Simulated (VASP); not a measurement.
A run of VASP 6.6.1:

File INCAR:

```
SYSTEM = Zn8O7
PREC = Accurate
ENCUT = 520
EDIFF = 1E-6
ISMEAR = 0
SIGMA = 0.05
LREAL = Auto
LASPH = .True.
NELM = 80
ALGO = Normal
ISIF = 2
LWAVE = .False.
LCHARG = .True.
GGA = PE
LELF = .True.
LVHAR = .True.
NELECT = 136.0
NBANDS = 82
```

KPOINTS

```
regular mesh
0
Gamma
  4 4 4
  0 0 0
```

File POSCAR:

```
Zn8O7
1.0
   -3.2794753222      0.0000000000     -5.2931304608
   -3.2794753222      0.0000000000      5.2931304608
    3.2794753222      5.6802178802      0.0000000000
Zn O
8 7
Direct
    0.7088013337      0.7087610928      0.3632401157
    0.1604786862      0.1456294395      0.3529891005
    0.6397388365      0.6552137999      0.8269049003
    0.1110709103      0.1400274987      0.7954159674
    0.0949535793      0.5996526454      0.1613925767
    0.6369870163      0.0766930613      0.1559079279
    0.0935180647      0.5809417206      0.6636812319
    0.5816720294      0.1005093188      0.6674939377
    1.0144566652      0.3684034410      0.3288055211
    0.4770857543      0.8666111996      0.8224263749
    0.9764959888      0.3624808944      0.8337555178
    0.8666101131      0.7638225464      0.1598419320
    0.4489306510     -0.0658737771      0.3224383358
    0.8768169496      0.7512492908      0.6680678594
    0.3770596907      0.2700899109      0.6831943918
```

Potentials or basis: VASP PAW PBE potentials, release 64 (Zn, O).

Command:

```console
$ cat potpaw_PBE.64/Zn/POTCAR potpaw_PBE.64/O/POTCAR > POTCAR
$ mpirun -np 1 vasp_std > vasp.out
```

Hardware: 1 thread of Intel(R) Xeon(R) Platinum 8259CL CPU @ 2.50GHz (Skylake/Cascade Lake), on a shared host.

Task: How long does it take, and how much memory?

Result: It took 30 min on 1 thread of Intel(R) Xeon(R) Platinum 8259CL CPU @ 2.50GHz (Skylake/Cascade Lake), with other jobs on the host, peak memory 0.53 GiB. Counts: scf iterations 19, k points 36.
